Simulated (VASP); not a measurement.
A run of VASP 6.6.1 is set up as follows.

The input INCAR:

```
ALGO = Normal ; EDIFF = 1E-6
ENCUT = 520 ; GGA = CA
ISIF = 2 ; ISMEAR = 0
LASPH = True ; LCHARG = True
LELF = True ; LREAL = False
LVHAR = True ; LWAVE = False
NBANDS = 14 ; NELM = 60
PREC = Accurate ; SIGMA = 0.05
```

File KPOINTS:

```
k-points
0
Gamma
  4 4 4
```

POSCAR

```
NaF
1.0
   -0.2452631587      2.2073684284      2.2073684284
    2.2073684284     -0.2452631587      2.2073684284
    2.2073684284      2.2073684284     -0.2452631587
Na F
1 1
Direct
    0.0000000000      0.0000000000      0.0000000000
    0.5000000000      0.5000000000      0.5000000000
```

Potentials or basis: VASP PAW LDA potentials, release 64 (Na_pv, F).

Launch:

```sh
$ cat potpaw_LDA.64/Na_pv/POTCAR potpaw_LDA.64/F/POTCAR > POTCAR
$ mpirun -np 1 vasp_std > vasp.out
```

**Question.** Predict the pressure.

**Answer.** -5.1 GPa.

**Question.** Estimate the band gap on the k mesh.

**Answer.** 5.57 eV, direct.

Stress tensor (GPa, compression positive):
```
-5.07  2.21  2.21
 2.21 -5.07  2.21
 2.21  2.21 -5.07
```

Caveat: the k points lie up to 0.57 Å⁻¹ apart.
